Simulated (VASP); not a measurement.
A run of VASP 6.6.1:

Contents of INCAR:

```
PREC = Accurate
ENCUT = 520
EDIFF = 1E-6
ISMEAR = 0
SIGMA = 0.05
LREAL = False
LASPH = True
NELM = 60
ALGO = Normal
ISIF = 2
LWAVE = False
LCHARG = False
GGA = PS
NBANDS = 16
```

Contents of KPOINTS:

```
regular mesh
0
Gamma
  9 9 6
```

File POSCAR:

```
AlN
1.0
    3.1110021516      0.0000000000      0.0000000000
   -1.5555010758      2.6942068945      0.0841939655
    0.0000000000      0.1555625000      4.9780000000
Al N
2 2
Direct
    0.3333333333      0.6666666667      0.0000000000
    0.6666666667      0.3333333333      0.5000000000
    0.3333333333      0.6666666667      0.3850000000
    0.6666666667      0.3333333333      0.8850000000
```

Potentials or basis: VASP PAW PBE potentials, release 64 (Al, N).

Run with:

```console
$ cat potpaw_PBE.64/Al/POTCAR potpaw_PBE.64/N/POTCAR > POTCAR
$ mpirun -np 1 vasp_std > vasp.out
```

Hardware: 1 thread of Intel(R) Xeon(R) Platinum 8488C (Sapphire Rapids) (shared host).

**Question.** Estimate the wall time of this run.

**Answer.** Run time: 34 s on 1 thread of Intel(R) Xeon(R) Platinum 8488C (Sapphire Rapids), on a shared host, peak memory 0.21 GiB. Counts: scf iterations 12, k points 140.
